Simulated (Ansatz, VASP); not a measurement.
# One calculation of CdSe, two programs

Contents of INCAR:

```
SYSTEM = CdSe
  PREC = Accurate
  ENCUT = 520
  EDIFF = 1E-6
  ISMEAR = 0
  SIGMA = 0.05
  LREAL = .FALSE.
  LASPH = .TRUE.
  NELM = 60
  ALGO = Normal
  ISIF = 2
  LWAVE = .FALSE.
  LCHARG = .FALSE.
  GGA = PE
  NBANDS = 26
```

Contents of KPOINTS:

```
Automatic mesh
0
G
  6 6 4
  0 0 0
```

File POSCAR:

```
CdSe
1.0
    4.2984999142      0.0000000000      0.0000000000
   -2.1492499571      3.7226101239      0.0000000000
    0.0000000000      0.0000000000      7.0152000000
Cd Se
2 2
Direct
    0.6666666667      0.3333333333      0.0641464249
    0.3333333333      0.6666666667      0.5000000000
    0.6666666667      0.3333333333      0.3750000000
    0.3333333333      0.6666666667      0.8750000000
```

Input for Ansatz:

```yaml
crystal:
  lattice:
    - [4.2984999142, 0.0, 0.0]
    - [-2.1492499571, 3.7226101239, 0.0]
    - [0.0, 0.0, 7.0152]
  atoms:
    - { symbol: Cd, position: [0.6666666667, 0.3333333333, 0.0641464249] }
    - { symbol: Cd, position: [0.3333333333, 0.6666666667, 0.5] }
    - { symbol: Se, position: [0.6666666667, 0.3333333333, 0.375] }
    - { symbol: Se, position: [0.3333333333, 0.6666666667, 0.875] }
basis:
  ecutwfc: 420
kpoints:
  mp_grid: { grid: [6, 6, 4] }
hamiltonian:
  xc: pbe
scf:
  occupations: { method: gaussian, width: 0.05 }
output:
  forces: true
  stress: true
  eigenvalues: true
```

Alike in both runs: task single point; functional PBE; k mesh 6 × 6 × 4; occupations gaussian, width 0.05 eV; no spin polarisation.

|  | VASP | Ansatz |
| --- | --- | --- |
| version | VASP 6.6.1 | Ansatz 0.2.0 |
| potentials or method | VASP PAW PBE potentials, release 64 (Cd, Se), cutoff 520 eV | scalar-relativistic, plane waves, PAW |
| valence electrons in the cell | 36 | 72 |

|  | VASP | Ansatz | Ansatz less VASP |
| --- | --- | --- | --- |
| gap on the k mesh at the Fermi level (eV) | 0.25 | 0.26 | +0.005 |
| least direct gap on the mesh (eV) | 0.25 | 0.26 | +0.005 |
| pressure (GPa) | 7.1 | 6.7 | -0.45 |
| traceless stress, the component that is largest in VASP (GPa) | 11.67 | 11.28 | -0.390 |
| rms of the force components (eV/Å) | 2.590 | 2.517 | -0.0735 |

Atom by atom the forces differ by 0.074 eV/Å (rms over components). With one functional, cell and mesh, what is left measures potentials, basis and numerics. VASP's potentials hold 36 valence electrons a cell and Ansatz's 72, so a difference there can come from the potentials and not from the codes.
